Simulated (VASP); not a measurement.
# TiSn7O16 (P1) in VASP: single point with PBEsol

Aim: the single point of TiSn7O16 with PBEsol.

All numbers are computed with VASP 6.6.1; they aren't measurements. Logs are shortened: lines on timing, memory, paths and dates and some standing lists are left out, and cuts for length are marked.

**1. The cell of the first run**

The typed cell holds 72 atoms: a = 9.495 Å, b = 9.495 Å, c = 9.538 Å, α = 90.00°, β = 90.00°, γ = 90.00°.

**2. Single point, PBEsol**

Input file INCAR:

```
SYSTEM = TiSn7O16
ALGO = Normal
EDIFF = 1E-7
ENCUT = 520
GGA = PS
ISIF = 2
ISMEAR = -1
LASPH = .TRUE.
LCHARG = .FALSE.
LREAL = Auto
LWAVE = .FALSE.
NBANDS = 351
NELM = 80
PREC = Accurate
SIGMA = 0.05
```

Input file KPOINTS:

```
Automatic mesh
0
Gamma
  1 1 1
  0.5 0.5 0.5
```

Input file POSCAR:

```
TiSn7O16
1.0
    9.4954600000      0.0000000000      0.0000000000
    0.0000000000      9.4954600000      0.0000000000
    0.0000000000      0.0000000000      9.5379400000
Sn Ti O
21 3 48
Direct
    0.0012170000      0.0000880000      0.9994810000
    0.0011870000      0.0012730000      0.3313210000
    0.0003590000      0.0005280000      0.6652970000
    0.0000640000      0.4980560000      0.9981020000
    0.9980300000      0.5043950000      0.3316290000
    0.4986520000      0.9983130000      0.9968020000
    0.5002930000      0.0014960000      0.3368090000
    0.5009840000      0.9989090000      0.6653820000
    0.5000410000      0.4999230000      0.0004910000
    0.4978820000      0.4996480000      0.6650760000
    0.2518620000      0.2501990000      0.1645900000
    0.2479200000      0.2504870000      0.4969400000
    0.2505750000      0.2512620000      0.8330500000
    0.2498130000      0.7490700000      0.1633850000
    0.2504950000      0.7495530000      0.8313590000
    0.7466290000      0.2489340000      0.1669190000
    0.7503690000      0.2482880000      0.5001020000
    0.7513260000      0.2508780000      0.8309250000
    0.7489760000      0.7509630000      0.1695160000
    0.7483300000      0.7510610000      0.5012050000
    0.7508160000      0.7509810000      0.8300910000
    0.0001150000      0.5012740000      0.6671420000
    0.5011120000      0.5000020000      0.3325790000
    0.2515350000      0.7514060000      0.4969820000
    0.1548730000      0.1534010000      0.0021170000
    0.1545780000      0.1547200000      0.3338390000
    0.1569880000      0.1542940000      0.6659270000
    0.1550620000      0.6523440000      0.0009070000
    0.1551550000      0.6523800000      0.3342640000
    0.1517530000      0.6557440000      0.6665140000
    0.6538370000      0.1515800000      0.0003220000
    0.6516030000      0.1555690000      0.3344700000
    0.6509960000      0.1530490000      0.6631760000
    0.6532030000      0.6550500000      0.9995500000
    0.6542270000      0.6553790000      0.3352680000
    0.6520330000      0.6556390000      0.6627870000
    0.3450330000      0.3475800000      0.0018280000
    0.3470200000      0.3495230000      0.3369500000
    0.3469220000      0.3458240000      0.6656630000
    0.3476550000      0.8463820000      0.9990300000
    0.3477210000      0.8456180000      0.3299760000
    0.3421120000      0.8441110000      0.6650830000
    0.8451050000      0.3491780000      0.9987890000
    0.8502690000      0.3480680000      0.3330380000
    0.8481210000      0.3454630000      0.6681520000
    0.8473180000      0.8454760000      0.9968640000
    0.8449080000      0.8474810000      0.3333800000
    0.8444870000      0.8486030000      0.6656900000
    0.0941780000      0.4017340000      0.1649480000
    0.0969090000      0.4061820000      0.4992420000
    0.0961850000      0.4017850000      0.8324330000
    0.0947010000      0.9004970000      0.1665060000
    0.1001380000      0.9054090000      0.4985030000
    0.0994250000      0.9009290000      0.8364490000
    0.5953120000      0.4022230000      0.1686040000
    0.5954620000      0.4052690000      0.5033030000
    0.5950440000      0.4040450000      0.8340580000
    0.5979030000      0.9037830000      0.1692600000
    0.5980670000      0.9011260000      0.5000110000
    0.5963480000      0.9047730000      0.8348420000
    0.4048110000      0.0963130000      0.1682630000
    0.4038150000      0.0972040000      0.5009550000
    0.4053960000      0.0945270000      0.8312050000
    0.4048120000      0.5958580000      0.1626250000
    0.4028330000      0.5951360000      0.4985170000
    0.4018110000      0.5976780000      0.8327120000
    0.9008030000      0.1002330000      0.1621920000
    0.9021560000      0.1011000000      0.5008600000
    0.9052020000      0.0958870000      0.8292600000
    0.9054960000      0.5961800000      0.1689490000
    0.8988550000      0.5961650000      0.4983210000
    0.9018140000      0.6001820000      0.8371080000
```

Potentials or basis: VASP PAW PBE potentials, release 64 (Sn_d, Ti_sv, O).

Run with:

```sh
$ cat potpaw_PBE.64/Sn_d/POTCAR potpaw_PBE.64/Ti_sv/POTCAR potpaw_PBE.64/O/POTCAR > POTCAR
$ mpirun -np 1 vasp_std > vasp.out
```

OUTCAR:

```text
SYSTEM = TiSn7O16
   EDIFF = 1E-7
   ENCUT = 520
   GGA = PS
   ISIF = 2
   ISMEAR = -1
   LASPH = .TRUE.
   LREAL = Auto
   NELM = 80
   PREC = Accurate

 ion  position               nearest neighbor table
   1  0.001  0.000  0.999-  54 2.04  52 2.05  67 2.05  25 2.06  46 2.07  69 2.07   2 3.17   3 3.19
                            14 3.70  11 3.71  13 3.72  15 3.72  21 3.72  18 3.73  19 3.74  16 3.74
   2  0.001  0.001  0.331-  52 2.04  26 2.06  53 2.06  47 2.08  67 2.10  68 2.10   1 3.17   3 3.19
                            12 3.69  17 3.71  19 3.71  11 3.71  16 3.72  14 3.72  20 3.75
   3  0.000  0.001  0.665-  69 2.02  68 2.06  53 2.06  48 2.07  27 2.08  54 2.11   2 3.19   1 3.19
                            17 3.69  21 3.70  12 3.71  18 3.71  20 3.71  15 3.72  13 3.72
   4  0.000  0.498  0.998-  43 2.04  51 2.04  49 2.04  72 2.04  28 2.08  70 2.08  22 3.16   5 3.18
                            13 3.69  18 3.69  11 3.71  14 3.71  15 3.73  21 3.73  16 3.74  19 3.76
   5  0.998  0.504  0.332-  70 1.98  44 2.04  71 2.04  29 2.05  50 2.08  49 2.08   4 3.18  22 3.20
                            19 3.67  14 3.70  20 3.70  12 3.73  17 3.75  16 3.75
   6  0.499  0.998  0.997-  60 2.01  63 2.03  40 2.03  31 2.07  61 2.08  58 2.10   8 3.16   7 3.24
                            15 3.69  14 3.70  13 3.71  11 3.71  21 3.71  16 3.72  19 3.73  18 3.74
   7  0.500  0.001  0.337-  62 2.03  59 2.05  32 2.05  61 2.05  58 2.07  41 2.07   8 3.13   6 3.24
                            17 3.68  16 3.69  20 3.70  12 3.70  19 3.71  11 3.72
   8  0.501  0.999  0.665-  63 2.04  33 2.04  62 2.04  59 2.05  60 2.06  42 2.11   7 3.13   6 3.16
                            20 3.68  21 3.69  17 3.70  15 3.71  18 3.72  13 3.74  12 3.75
   9  0.500  0.500  0.000-  64 2.01  57 2.04  55 2.06  37 2.06  34 2.07  66 2.07  23 3.17  10 3.20
[... 77 lines left out ...]
  71  0.899  0.596  0.498-   5 2.04  20 2.05  22 2.08
  72  0.902  0.600  0.837-  21 2.03   4 2.04  22 2.09

  LATTYP: Found a simple tetragonal cell.
 ALAT       =     9.4954600000
 C/A-ratio  =     1.0044737169

  Lattice vectors:

 A1 = (   9.4954600000,   0.0000000000,   0.0000000000)
 A2 = (   0.0000000000,   9.4954600000,   0.0000000000)
 A3 = (   0.0000000000,   0.0000000000,   9.5379400000)

Analysis of symmetry for initial positions (statically):
=====================================================================
 Subroutine PRICEL returns:
 Original cell was already a primitive cell.

 Routine SETGRP: Setting up the symmetry group for a
 simple tetragonal supercell.

 Subroutine GETGRP returns: Found  1 space group operations
 (whereof  1 operations were pure point group operations)
 out of a pool of 16 trial point group operations.

The static configuration has the point symmetry C_1 .

Analysis of symmetry for dynamics (positions and initial velocities):
=====================================================================
 Subroutine PRICEL returns:
 Original cell was already a primitive cell.

 Routine SETGRP: Setting up the symmetry group for a
 simple tetragonal supercell.

 Subroutine GETGRP returns: Found  1 space group operations
 (whereof  1 operations were pure point group operations)
 out of a pool of 16 trial point group operations.

The dynamic configuration has the point symmetry C_1 .

 Subroutine INISYM returns: Found  1 space group operations
 (whereof  1 operations are pure point group operations),
 and found     1 'primitive' translations

----------------------------------------------------------------------------------------

                                     Primitive cell

  volume of cell :     859.9765

  direct lattice vectors                    reciprocal lattice vectors
     9.495460000  0.000000000  0.000000000     0.105313487  0.000000000  0.000000000
     0.000000000  9.495460000  0.000000000     0.000000000  0.105313487  0.000000000
     0.000000000  0.000000000  9.537940000     0.000000000  0.000000000  0.104844442

  length of vectors
     9.495460000  9.495460000  9.537940000     0.105313487  0.105313487  0.104844442

[... 163 lines left out ...]

  Length of vectors
     0.105313487  0.105313487  0.104844442

  Shift w.r.t. Gamma in fractional coordinates (k-lattice)
     0.500000000  0.500000000  0.500000000

 Subroutine IBZKPT returns following result:
 ===========================================

 Found      1 irreducible k-points:

 Following reciprocal coordinates:
            Coordinates               Weight
  0.500000  0.500000  0.500000      1.000000
   k-points           NKPTS =      1   k-points in BZ     NKDIM =      1   number of bands    NBANDS=    351
   number of dos      NEDOS =    301   number of ions     NIONS =     72
   total plane-waves  NPLWV = 373248
   dimension x,y,z NGX =    72 NGY =   72 NGZ =   72
   dimension x,y,z NGXF=   144 NGYF=  144 NGZF=  144
   ions per type =              21   3  48
   NGX,Y,Z   is equivalent  to a cutoff of  12.61, 12.61, 12.55 a.u.
   NGXF,Y,Z  is equivalent  to a cutoff of  25.21, 25.21, 25.10 a.u.
 SYSTEM =  TiSn7O16
   PREC   = accura    normal or accurate (medium, high low for compatibility)
   ISTART =      0    job   : 0-new  1-cont  2-samecut
   ICHARG =      2    charge: 1-file 2-atom 10-const
   ISPIN  =      1    spin polarized calculation?
   LNONCOLLINEAR =      F non collinear calculations
   LSORBIT =      F    spin-orbit coupling
   LASPH  =      T    aspherical Exc in radial PAW
   ENCUT  =  520.0 eV  38.22 Ry    6.18 a.u.  17.66 17.66 17.73*2*pi/ulx,y,z
   NELM   =     80;   NELMIN=  2; NELMDL= -5     # of ELM steps
   EDIFF  = 0.1E-06   stopping-criterion for ELM
   LREAL  =      T    real-space projection
   EDIFFG = 0.1E-05   stopping-criterion for IOM
   NSW    =      0    number of steps for IOM
   IBRION =     -1    ionic relax: 0-MD 1-quasi-New 2-CG
   NFREE  =      0    steps in history (QN), initial steepest desc. (CG)
   ISIF   =      2    stress and relaxation
   ISYM   =      2    0-nonsym 1-usesym 2-fastsym
   POTIM  = 0.5000    time-step for ionic-motion
   TEBEG  =    0.0;   TEEND  =   0.0 temperature during run
   PSTRESS=    0.0 pullay stress
   NELECT =     618.0000    total number of electrons
   NUPDOWN=      -1.0000    fix difference up-down
   EMIN   =  10.00;   EMAX   =-10.00  energy-range for DOS
   EFERMI =   0.00;   METHOD = LEGACY
   ISMEAR =    -1;   SIGMA  =   0.05  broadening in eV -4-tet -1-fermi 0-gaus
   EFERMI_NEDOS =   21; number of points for ismear=-14 and -15
   IALGO  =     38    algorithm
   IMIX   =      4    mixing-type and parameters
     AMIX     =   0.40;   BMIX     =  1.00
     AMIX_MAG =   1.60;   BMIX_MAG =  1.00
  volume/ion in A,a.u.               =      11.94        80.60
  Fermi-wavevector in a.u.,A,eV,Ry     =   1.466365  2.771028 29.255610  2.150227
  Thomas-Fermi vector in A             =   2.582111
   LORBIT       =      0    0 simple, 1 ext, 2 COOP (PROOUT), +10 PAW based schemes
   GGA     = PS    functional components
   LHFCALC =     F    Hartree Fock is set to
   AEXX    =    0.0000 exact exchange contribution
   IVDW    =     0    specifies the selected vdW correction
   LEPSILON=     F    determine dielectric tensor
   LRPA    =     F    only Hartree local field effects (RPA)
 non-spin polarized calculation
  energy-cutoff  :      520.00
  volume of cell :      859.98
 maximum number of plane-waves:     23008
 NGX is ok and might be reduce to    72
   NGX = 35   NGY = 35   NGZ = 35

 number of electron     617.9999973 magnetization

 Free energy of the ion-electron system (eV)
  ---------------------------------------------------
  ext. energy  EPLUGINS =         0.00000000
  ---------------------------------------------------
  free energy    TOTEN  =      -498.58843778 eV

  energy without entropy =     -498.58843778  energy(sigma->0) =     -498.58843778

 E-fermi :   6.4871     XC(G=0): -11.4580

 val. band max:        5.3617364464   @ k =   0.5000   0.5000   0.5000
 cond. band min:       7.5873437526   @ k =   0.5000   0.5000   0.5000
 fundamental gap:      2.2256073061
 Fermi energy:         6.4870723377

 k-point     1 :       0.5000    0.5000    0.5000
  band No.  band energies     occupation
      1     -51.5115      2.00000
      2     -51.4547      2.00000
      3     -51.4069      2.00000
      4     -27.8380      2.00000
      5     -27.8147      2.00000
      6     -27.7863      2.00000
[... 313 lines left out ...]
    320       9.3863      0.00000
    321       9.5102      0.00000
 [bands above 321 left out]

------------------------ aborting loop because EDIFF is reached ----------------------------------------

  FORCE on cell =-STRESS in cart. coord.  units (eV):
  Direction    XX          YY          ZZ          XY          YZ          ZX
  --------------------------------------------------------------------------------------
  -------------------------------------------------------------------------------------
  Total        7.5425033      7.2658449      9.9093611     -1.5102369      0.5439394     -0.7133890
  in kB       14.0520435     13.5366158     18.4616126     -2.8136435      1.0133851     -1.3290778
  external PRESSURE =      15.3500906 kB  Pullay stress =       0.0000000 kB

 VOLUME and BASIS-vectors are now :
 -----------------------------------------------------------------------------
  energy-cutoff  :      520.00
  volume of cell :      859.98
      direct lattice vectors                 reciprocal lattice vectors
     9.495460000  0.000000000  0.000000000     0.105313487  0.000000000  0.000000000
     0.000000000  9.495460000  0.000000000     0.000000000  0.105313487  0.000000000
     0.000000000  0.000000000  9.537940000     0.000000000  0.000000000  0.104844442

 POSITION                                       TOTAL-FORCE (eV/Angst)
 -----------------------------------------------------------------------------------
      0.01156      0.00084      9.53299        -0.390121     -0.145245     -0.176894
      0.01127      0.01209      3.16012        -0.503392      0.088319      0.212237
      0.00341      0.00501      6.34556         0.519558     -0.205334      0.036822
      0.00061      4.72927      9.51984        -0.027861      0.414458      0.497815
      9.47675      4.78946      3.16306         0.489210     -0.611893      0.613652
      4.73493      9.47944      9.50744         0.301921      0.198211      1.335770
[... 64 lines left out ...]
      8.53504      5.66086      4.75296         0.779799     -0.563153      1.595852
      8.56314      5.69900      7.98429         0.917202     -0.986186     -1.687026
 -----------------------------------------------------------------------------------
    total drift:                                0.027117      0.011729     -0.030493

  FREE ENERGIE OF THE ION-ELECTRON SYSTEM (eV)
  ---------------------------------------------------
  free  energy   TOTEN  =      -498.5884377808 eV

  energy  without entropy=     -498.5884377792  energy(sigma->0) =     -498.58843778
```

Run time: 15 min. Hardware: 1 thread of AMD EPYC 7R13 (Zen 3), shared host; peak memory 0.83 GiB.

What came out:

| Property | Result |
| --- | --- |
| Free energy | -498.5884 eV |
| Pressure | 1.5 GPa |
| Largest force | 2.159 eV/Å |
| Band gap on the k mesh | 2.23 eV |

Forces on the atoms (eV/Å):
```
Sn  -0.390 -0.145 -0.177
Sn  -0.503  0.088  0.212
Sn   0.520 -0.205  0.037
Sn  -0.028  0.414  0.498
Sn   0.489 -0.612  0.614
Sn   0.302  0.198  1.336
Sn  -0.033 -0.347 -0.866
Sn  -0.337 -0.299  0.133
Sn   0.307  0.222 -0.412
Sn   0.041  0.266  0.445
Sn  -0.128  0.300  1.055
Sn   0.264  0.345  0.853
Sn   0.252 -0.310 -0.142
Sn   0.234 -0.107  0.677
Sn  -0.145 -0.237  0.379
Sn   0.459  0.483 -0.086
Sn  -0.161  1.165 -0.233
Sn  -0.424 -0.219  0.548
Sn   0.264 -0.190 -1.054
Sn   0.549 -0.283 -0.557
Sn  -0.430 -0.103  0.812
Ti   0.182  0.129 -0.525
Ti  -0.155  0.102  0.377
Ti   0.027 -0.277 -0.030
O   -0.215 -0.304 -0.487
O   -0.409 -0.487 -0.513
O   -0.533 -0.533  0.039
O   -0.404 -0.393 -0.425
O    0.593  0.745  1.038
O   -0.797 -0.865 -1.347
O   -0.104  0.020 -0.405
O   -0.075 -0.206  0.032
O    0.102 -0.003  0.460
O   -0.189 -0.217  0.064
O   -1.502 -1.506 -0.182
O   -0.446 -0.396  0.669
O    0.418  0.253 -0.471
O    1.066  0.938 -0.688
O    0.060  0.122  0.018
O   -0.007  0.071 -0.051
O   -0.564 -0.454  1.440
O    0.333  0.159 -1.540
O   -0.149 -0.192  0.039
O   -0.554 -0.463  0.033
O    1.079  1.252 -0.294
O    0.151  0.320  0.460
O    0.673  0.622  0.241
O    0.513  0.399 -0.104
O    0.453 -0.253  0.186
O   -0.731  0.589  1.402
O   -0.603  0.694 -1.362
O    0.097  0.103  0.025
O    0.669 -0.867  0.002
O   -0.346  0.411 -0.555
O   -0.548  0.611  1.167
O    0.055  0.042 -1.816
O    0.246 -0.271 -0.185
O   -0.197  0.209 -0.234
O   -0.390  0.403  0.083
O    0.408 -0.479 -0.624
O   -0.177  0.217 -0.233
O   -0.206  0.109 -0.019
O   -0.651  0.633  0.061
O    0.268 -0.268  1.796
O   -0.552  0.719 -1.301
O    0.109 -0.162 -0.040
O    0.500 -0.487  0.488
O    0.621 -0.673 -0.329
O   -0.217  0.289  0.445
O   -0.700  0.719 -0.788
O    0.780 -0.563  1.596
O    0.917 -0.986 -1.687
```

Stress tensor (GPa, compression positive):
```
 1.41 -0.28 -0.13
-0.28  1.35  0.10
-0.13  0.10  1.85
```

Caveat: the k points lie up to 0.66 Å⁻¹ apart; the PAW data sets were made with another functional, which shifts forces and pressure a little; spin-orbit coupling is left out, which moves the levels of the heavy elements; a shifted mesh leaves out Γ, where band edges can lie.
